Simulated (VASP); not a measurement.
Here is a VASP 6.6.1 calculation.

The input POSCAR:

```
Al31SbN32
1.0
    8.7554440000      0.0000000000      0.0000000000
    0.0000000000      8.7554440000      0.0000000000
    0.0000000000      0.0000000000      8.7554440000
Al Sb N
31 1 32
Direct
    0.0001860000      0.0006190000      0.0001270000
    0.9986040000      0.9990650000      0.5008820000
    0.9986800000      0.5014710000      0.9985330000
    0.0004860000      0.5012100000      0.5006380000
    0.5010440000      0.9991320000      0.9985230000
    0.5007610000      0.0009110000      0.5006530000
    0.5007710000      0.5012210000      0.0003730000
    0.2500720000      0.2505040000      0.0000740000
    0.2487900000      0.2492340000      0.5002080000
    0.2492860000      0.7525930000      0.0004300000
    0.2445190000      0.7609560000      0.5017150000
    0.7521560000      0.2497290000      0.0004330000
    0.7604850000      0.2449830000      0.5017260000
    0.7502510000      0.7506780000      0.9986560000
    0.7493600000      0.7498120000      0.4964810000
    0.2501310000      0.0004470000      0.2500140000
    0.2492500000      0.0010070000      0.7520790000
    0.2490300000      0.5008250000      0.2488270000
    0.2444640000      0.5022020000      0.7604960000
    0.7521520000      0.0010410000      0.2491570000
    0.7502460000      0.9991800000      0.7501360000
    0.7605510000      0.5022950000      0.2443600000
    0.7493740000      0.4971260000      0.7492260000
    0.0000090000      0.2505760000      0.2500330000
    0.0005810000      0.2497020000      0.7520790000
    0.0005970000      0.7525940000      0.2491650000
    0.9987220000      0.7506770000      0.7501350000
    0.5003460000      0.2494520000      0.2488130000
    0.5017760000      0.2449050000      0.7605040000
    0.5018440000      0.7610180000      0.2443340000
    0.4966860000      0.7498370000      0.7492270000
    0.4768970000      0.4774000000      0.4768910000
    0.1253800000      0.1258370000      0.1253620000
    0.1232220000      0.1236770000      0.6260270000
    0.1232950000      0.6266060000      0.1231370000
    0.1270630000      0.6266650000      0.6261460000
    0.6261590000      0.1237610000      0.1231450000
    0.6262330000      0.1274780000      0.6261750000
    0.6262400000      0.6266840000      0.1269800000
    0.6192880000      0.6197160000      0.6190370000
    0.3761750000      0.3766170000      0.1230270000
    0.3612990000      0.3617280000      0.6554250000
    0.3744490000      0.8795680000      0.1209580000
    0.3750840000      0.8780550000      0.6269570000
    0.8791020000      0.3749120000      0.1210010000
    0.8776140000      0.3755300000      0.6269570000
    0.8748950000      0.8753310000      0.1234430000
    0.8725900000      0.8730150000      0.6249170000
    0.3761840000      0.1236670000      0.3760550000
    0.3743960000      0.1216320000      0.8790240000
    0.3613850000      0.6562280000      0.3611040000
    0.3751350000      0.6274470000      0.8774310000
    0.8790570000      0.1216250000      0.3743450000
    0.8749000000      0.1239960000      0.8747910000
    0.8776040000      0.6274810000      0.3749740000
    0.8725970000      0.6254910000      0.8725150000
    0.1232220000      0.3766320000      0.3760510000
    0.1211970000      0.3748390000      0.8790190000
    0.1211370000      0.8795340000      0.3743520000
    0.1235200000      0.8753370000      0.8747830000
    0.6556590000      0.3618860000      0.3612030000
    0.6270090000      0.3755750000      0.8774350000
    0.6270350000      0.8780680000      0.3749620000
    0.6250630000      0.8730190000      0.8725100000
```

Contents of INCAR.step1:

```
SYSTEM = Al31SbN32
PREC     = Accurate       ! precision mode
ENCUT    = 520            ! plane-wave cutoff, eV
EDIFF    = 1E-5           ! SCF threshold, eV
ISMEAR   = -1             ! smearing method
SIGMA    = 0.05           ! smearing width, eV
LREAL    = Auto         
LASPH    = .True.         ! aspherical terms in the spheres
NELM     = 120            ! most SCF steps
ALGO     = Normal         ! electronic algorithm
ISIF     = 2              ! what is computed and relaxed
LWAVE    = .True.         ! write WAVECAR
LCHARG   = .False.        ! write CHGCAR
GGA      = PE             ! functional
NBANDS   = 167            ! bands
GGA_COMPAT= .False.
```

The input INCAR.step2:

```
SYSTEM = Al31SbN32
PREC     = Accurate       ! precision mode
ENCUT    = 520            ! plane-wave cutoff, eV
EDIFF    = 1E-6           ! SCF threshold, eV
ISMEAR   = -1             ! smearing method
SIGMA    = 0.05           ! smearing width, eV
LREAL    = Auto         
LASPH    = .True.         ! aspherical terms in the spheres
NELM     = 120            ! most SCF steps
ALGO     = Normal         ! electronic algorithm
ISIF     = 2              ! what is computed and relaxed
LWAVE    = .False.        ! write WAVECAR
LCHARG   = .False.        ! write CHGCAR
GGA      = PE             ! functional
LHFCALC  = .True.         ! exact exchange
HFSCREEN = 0.2079         ! screening, 1/A
PRECFOCK = Fast         
ISTART   = 1            
NBANDS   = 167            ! bands
GGA_COMPAT= .False.
```

File KPOINTS:

```
regular mesh
0
Gamma
  1 1 1
  0 0 0
```

Potentials or basis: VASP PAW PBE potentials, release 64 (Al, Sb, N).

Run with:

```bash
$ cat potpaw_PBE.64/Al/POTCAR potpaw_PBE.64/Sb/POTCAR potpaw_PBE.64/N/POTCAR > POTCAR
$ cp INCAR.step1 INCAR
$ mpirun -np 1 vasp_gam > vasp.out
$ cp INCAR.step2 INCAR
$ mpirun -np 1 vasp_gam > vasp.out
```

Task: Estimate the pressure.

Result: 0.6 GPa.

Task: What does it give for the band gap on the k mesh?

Result: 1.93 eV.

Task: Predict the largest force.

Result: 0.702 eV/Å.

Forces on the atoms (eV/Å):
```
Al  -0.024 -0.022 -0.028
Al  -0.021 -0.019 -0.040
Al  -0.024 -0.044 -0.021
Al  -0.067 -0.054 -0.050
Al  -0.046 -0.023 -0.021
Al  -0.053 -0.064 -0.053
Al  -0.050 -0.053 -0.072
Al   0.046  0.048 -0.055
Al  -0.047 -0.046 -0.062
Al   0.052  0.085 -0.038
Al   0.018  0.189  0.013
Al   0.085  0.054 -0.036
Al   0.188  0.018  0.015
Al   0.078  0.078 -0.034
Al   0.151  0.153 -0.084
Al   0.045 -0.040  0.044
Al   0.050 -0.034  0.082
Al  -0.069 -0.063 -0.062
Al   0.030  0.016  0.170
Al   0.084 -0.036  0.049
Al   0.080 -0.035  0.078
Al   0.186  0.016  0.020
Al   0.150 -0.087  0.153
Al  -0.042  0.046  0.041
Al  -0.037  0.050  0.082
Al  -0.037  0.083  0.049
Al  -0.031  0.079  0.077
Al  -0.061 -0.065 -0.059
Al   0.015  0.028  0.170
Al   0.019  0.191  0.016
Al  -0.087  0.145  0.151
Sb   0.029  0.029  0.008
N   -0.005 -0.007 -0.003
N   -0.008 -0.010 -0.053
N   -0.005 -0.059 -0.004
N    0.026 -0.040 -0.039
N   -0.058 -0.008 -0.006
N   -0.042  0.028 -0.043
N   -0.038 -0.038  0.017
N   -0.264 -0.258 -0.246
N    0.025  0.026 -0.009
N    0.385  0.383 -0.411
N    0.015 -0.068 -0.048
N   -0.001 -0.063 -0.016
N   -0.068  0.012 -0.050
N   -0.063  0.000 -0.016
N   -0.031 -0.030 -0.032
N   -0.052 -0.049 -0.007
N    0.023 -0.021  0.022
N    0.015 -0.060 -0.065
N    0.373 -0.437  0.405
N   -0.006 -0.008 -0.058
N   -0.065 -0.054  0.016
N   -0.030 -0.040 -0.028
N   -0.059 -0.011 -0.005
N   -0.049 -0.009 -0.054
N   -0.020  0.024  0.022
N   -0.061  0.014 -0.063
N   -0.050 -0.067  0.013
N   -0.035 -0.031 -0.028
N   -0.430  0.370  0.396
N   -0.009 -0.005 -0.058
N   -0.012 -0.062 -0.003
N   -0.008 -0.045 -0.052
```

Caveat: the k points lie up to 0.72 Å⁻¹ apart; the PAW data sets were made with another functional, which shifts forces and pressure a little; spin-orbit coupling is left out, which moves the levels of the heavy elements.
